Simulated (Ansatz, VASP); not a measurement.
Pd: VASP beside Ansatz

```
Pd
1.0
     0.00000    1.98304    1.98304
     1.98304    0.00000    1.98304
     1.98304    1.98304    0.00000
Pd
1
Direct
  0.00000 0.00000 0.00000
```

Change from the starting cell: volume scaled by 1.06, PAW files.

Alike in both runs: task electric field gradients; functional PBE; k mesh 18 × 18 × 18; occupations fermi-dirac, width 0.05 eV; no spin polarisation.

|  | VASP | Ansatz |
| --- | --- | --- |
| version | VASP 6.6.1 | Ansatz 0.2.0 |
| potentials or method | VASP PAW PBE potentials, release 64 (Pd) | PAW with Ansatz's default frozen-core files, scalar-relativistic |
| plane-wave cutoff (eV) | 520 | 420 |
| valence electrons in the cell | 10 | 18 |

VASP gave:

* pressure (GPa): -3.1

**Question.** Which values does Ansatz return?

**Answer.** Pressure (GPa): -2.9.

VASP's potentials hold 10 valence electrons a cell and Ansatz's 18, so a difference there can come from the potentials and not from the codes.
